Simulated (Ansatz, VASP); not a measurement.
**Al2Ru in VASP and in Ansatz**

```
CELL_PARAMETERS angstrom
0.00000 3.98951 4.39145
2.35336 0.00000 4.39145
2.35336 3.98951 0.00000
ATOMIC_POSITIONS crystal
Al 0.07905 0.42095 0.07905
Al 0.42095 0.07905 0.42095
Al 0.17095 0.82905 0.17095
Al 0.82905 0.17095 0.82905
Ru 0.75000 0.75000 0.75000
Ru 0.50000 0.50000 0.50000
```

Alike in both runs: task single point; functional r2SCAN; k mesh 10 × 10 × 10; occupations gaussian, width 0.03 eV; no spin polarisation.

|  | VASP | Ansatz |
| --- | --- | --- |
| version | VASP 6.6.1 | Ansatz 0.2.0 |
| potentials or method | VASP PAW PBE potentials, release 64 (Al, Ru_pv), cutoff 520 eV | scalar-relativistic, plane waves, PAW |
| valence electrons in the cell | 40 | 44 |

Ansatz gave:

- gap on the k mesh at the Fermi level (eV): 0.18
- least direct gap on the mesh (eV): 1.37
- pressure (GPa): 0.0
- traceless stress, the component that is largest in VASP (GPa): -0.02

Problem. Estimate VASP's values.

Solution. gap on the k mesh at the Fermi level (eV): 0.18; least direct gap on the mesh (eV): 1.37; pressure (GPa): -0.1; traceless stress, the component that is largest in VASP (GPa): -0.05.

VASP's potentials were made for PBE, not for r2SCAN. The functional is the same, so the differences come from potentials, cutoffs and numerics. VASP's potentials hold 40 valence electrons a cell and Ansatz's 44, so a difference there can come from the potentials and not from the codes.
